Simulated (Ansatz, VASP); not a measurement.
## Two plane-wave programs on Si2Ni

The input INCAR:

```
PREC = Accurate
ENCUT = 600
EDIFF = 1E-7
ISMEAR = 0
SIGMA = 0.05
LREAL = False
LASPH = True
NELM = 120
ALGO = Normal
ISIF = 3
LWAVE = False
LCHARG = False
GGA = PE
IBRION = 2
NSW = 80
EDIFFG = -0.01
GGA_COMPAT = False
NELMIN = 4
```

KPOINTS

```
regular mesh
0
Gamma
  12 12 12
```

Contents of POSCAR:

```
Si2Ni
1.0
    0.0000000000      2.7030000000      2.7030000000
    2.7030000000      0.0000000000      2.7030000000
    2.7030000000      2.7030000000      0.0000000000
Si Ni
2 1
Direct
    0.2500000000      0.2500000000      0.2500000000
    0.7500000000      0.7500000000      0.7500000000
    0.0000000000      0.0000000000      0.0000000000
```

Input for Ansatz:

```yaml
crystal:
  lattice:
    - [0.0, 2.703, 2.703]
    - [2.703, 0.0, 2.703]
    - [2.703, 2.703, 0.0]
  atoms:
    - { symbol: Si, position: [0.25, 0.25, 0.25] }
    - { symbol: Si, position: [0.75, 0.75, 0.75] }
    - { symbol: Ni, position: [0.0, 0.0, 0.0] }
scf:
  occupations: { method: gaussian, width: 0.05 }
output:
  forces: true
  stress: true
  eigenvalues: true
  write_density: true
  write_potential: true
  elf: true
  volumetric_format: npy
kpoints:
  mp_grid: { grid: [12, 12, 12] }
hamiltonian:
  xc: pbe
relax:
  f_tol: 0.01
  adjacent_minimum: "off"
  cell: { stress_tol: 0.05 }
```

Alike in both runs: task relaxation of cell and atoms; functional PBE; k mesh 12 × 12 × 12; occupations gaussian, width 0.05 eV; no spin polarisation.

|  | VASP | Ansatz |
| --- | --- | --- |
| version | VASP 6.6.1 | Ansatz 0.2.0 |
| potentials or method | VASP PAW PBE potentials, release 64 (Si, Ni) | scalar-relativistic, plane waves, PAW |
| plane-wave cutoff (eV) | 600 | 420 |
| valence electrons in the cell | 18 | 26 |

```tsv
	VASP	Ansatz	Ansatz less VASP
gap on the k mesh at the Fermi level, each at its own relaxed structure (eV)	none	none	-
relaxed volume (Å³/atom)	13.44	13.44	0.000
relaxed length of the cell vector where the two differ most in proportion (Å)	3.849	3.849	0.0000
```

A gap of «none» marks a metal or a gap that the smearing closes. VASP's potentials hold 18 valence electrons a cell and Ansatz's 26, so a difference there can come from the potentials and not from the codes.
